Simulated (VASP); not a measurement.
Write the native input for VASP 6.6.1 that does the following.

| Property | Result |
| --- | --- |
| Task | single point |
| Functional | LDA |
| Potentials or basis | VASP PAW LDA potentials, release 64 (Sn_d, Se) |
| Cutoff | 520 eV |
| k mesh | 8 × 8 × 8 |
| Occupations | gaussian, width 0.05 eV |
| Spin | no spin polarisation |
| Dipole correction | no |
| Further INCAR settings | ALGO = Normal; EDIFF = 1e-07; NBANDS = 17 |

The structure of SnSe lies in POSCAR:

```
SnSe
1.0
    0.0000000000      3.0100000000      3.0100000000
    3.0100000000      0.0000000000      3.0100000000
    3.0100000000      3.0100000000      0.0000000000
Sn Se
1 1
Direct
    0.0000000000      0.0000000000      0.0000000000
    0.5249169435      0.5249169435      0.4750830565
```

This cell differs from its parent crystal: all Se atoms moved -0.150 Å, as atom 2 towards its neighbour atom 1 (Sn) at 3.010 Å.

The input as run:

INCAR

```
SYSTEM = SnSe
  PREC = Accurate
  ENCUT = 520
  EDIFF = 1E-7
  ISMEAR = 0
  SIGMA = 0.05
  LREAL = .False.
  LASPH = .True.
  NELM = 100
  ALGO = Normal
  ISIF = 2
  LWAVE = .False.
  LCHARG = .False.
  NBANDS = 17
```

KPOINTS

```
regular mesh
0
Gamma
  8 8 8
  0 0 0
```

Potentials or basis: VASP PAW LDA potentials, release 64 (Sn_d, Se).

The run is started by

```console
$ cat potpaw_LDA.64/Sn_d/POTCAR potpaw_LDA.64/Se/POTCAR > POTCAR
$ mpirun -np 1 vasp_std > vasp.out
```

Results of the run:

The pressure is -3.0 GPa, the largest force is 0.015 eV/Å and the band gap on the k mesh is 0.73 eV, direct.

Caveat: the cell differs from its parent crystal (all Se atoms moved -0.150 Å, as atom 2 towards its neighbour atom 1 (Sn) at 3.010 Å); spin-orbit coupling is left out, which moves the levels of the heavy elements.

It took 51 s on 1 thread of Intel Xeon 8259CL (shared host), peak memory 0.19 GiB.
